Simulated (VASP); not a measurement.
**SnO2: relaxation of cell and atoms with r2SCAN**

Crystal: SnO2.

```
Sn O
1.0
     4.66916    0.00000    0.00000
     0.00000    4.66916    0.00000
     0.00000    0.00000    3.15268
Sn O
2 4
Cartesian
  2.3346 2.3346 1.5763
  0.0000 0.0000 0.0000
  0.9080 3.7612 1.5763
  3.7612 0.9080 1.5763
  1.4266 1.4266 0.0000
  3.2426 3.2426 0.0000
```

| Quantity | Value |
| --- | --- |
| Program | VASP 6.6.1 |
| Task | relaxation of cell and atoms |
| Functional | r2SCAN |
| Potentials or basis | VASP PAW PBE potentials, release 64 (Sn_d, O) |
| Cutoff | 600 eV |
| k mesh | 6 × 6 × 8 |
| Occupations | gaussian, width 0.02 eV |
| Spin | no spin polarisation |
| Target pressure | 12 GPa |
| Dipole correction | no |
| Further INCAR settings | ALGO = Normal; EDIFF = 1e-06; IBRION = 2; EDIFFG = -0.008; NSW = 70; ISIF = 3 |

The relaxed volume is 11.53 Å³/atom. The relaxed cell is a = 4.667 Å, b = 4.667 Å, c = 3.175 Å, α = 90.00°, β = 90.00°, γ = 90.00°, the space group after relaxing (to 0.1 Å) is P4_2/mnm (No. 136) and the energy change on relaxing (the run minimises the enthalpy) is -6.3 meV/atom. The ionic steps are 8 and the pressure after relaxing is 12.0 GPa. The band gap on the k mesh is 2.34 eV.

Forces on the atoms (eV/Å):
```
Sn   0.000  0.000  0.000
Sn   0.000  0.000  0.000
O   -0.002  0.002  0.000
O    0.002 -0.002  0.000
O    0.002  0.002  0.000
O   -0.002 -0.002  0.000
```

The path:
| step | energy change (eV) | largest force (eV/Å) | pressure (GPa) | volume (Å³) |
| --- | --- | --- | --- | --- |
| 1 | 0.0000 | 0.1390 | 14.08 | 68.73 |
| 2 | -0.1019 | 0.1714 | 7.79 | 70.22 |
| 3 | -0.0478 | 0.0146 | 11.61 | 69.29 |
| 4 | -0.0469 | 0.0159 | 11.67 | 69.28 |
| 5 | -0.0365 | 0.0262 | 12.06 | 69.13 |
| 6 | -0.0368 | 0.0258 | 12.05 | 69.14 |
| 7 | -0.0371 | 0.0250 | 12.04 | 69.14 |
| 8 | -0.0380 | 0.0022 | 12.00 | 69.15 |

Final structure:
```xyz
6
Lattice="4.6669 0.0000 0.0000 0.0000 4.6669 0.0000 0.0000 0.0000 3.1750" Properties=species:S:1:pos:R:3 pbc="T T T"
Sn    2.3335    2.3335    1.5875
Sn    0.0000    4.6669    0.0000
O     0.9093    3.7577    1.5875
O     3.7577    0.9093    1.5875
O     1.4242    1.4242    3.1750
O     3.2427    3.2427    0.0000
```

Levels at points of the mesh, in eV from the valence-band top:
```csv
k point,band 23,band 24,band 25,band 26,band 27,band 28,band 29,band 30
"(0.00, 0.00, 0.00)",-1.22,-0.81,-0.81,0.00,2.34,7.19,7.24,7.24
"(0.50, 0.00, 0.00)",-1.18,-1.18,-0.64,-0.64,5.55,5.55,8.03,8.03
"(0.50, 0.50, 0.00)",-1.31,-1.31,-0.95,-0.95,6.00,6.00,8.55,8.55
"(0.00, 0.00, 0.50)",-1.80,-1.80,-1.33,-1.33,7.46,7.46,10.92,10.92
"(0.50, 0.00, 0.50)",-1.18,-1.18,-0.61,-0.61,7.77,7.77,9.34,9.34
"(0.50, 0.50, 0.50)",-0.98,-0.98,-0.89,-0.89,6.03,6.03,9.93,9.93
```

It took 41 min on 1 thread of Oxide Virtual Turin-like Processor (shared host), peak memory 0.27 GiB.

Caveat: the cell is relaxed towards a set pressure, so the run minimises the enthalpy, not the energy; the PAW data sets were made with another functional, which shifts forces and pressure a little; spin-orbit coupling is left out, which moves the levels of the heavy elements.
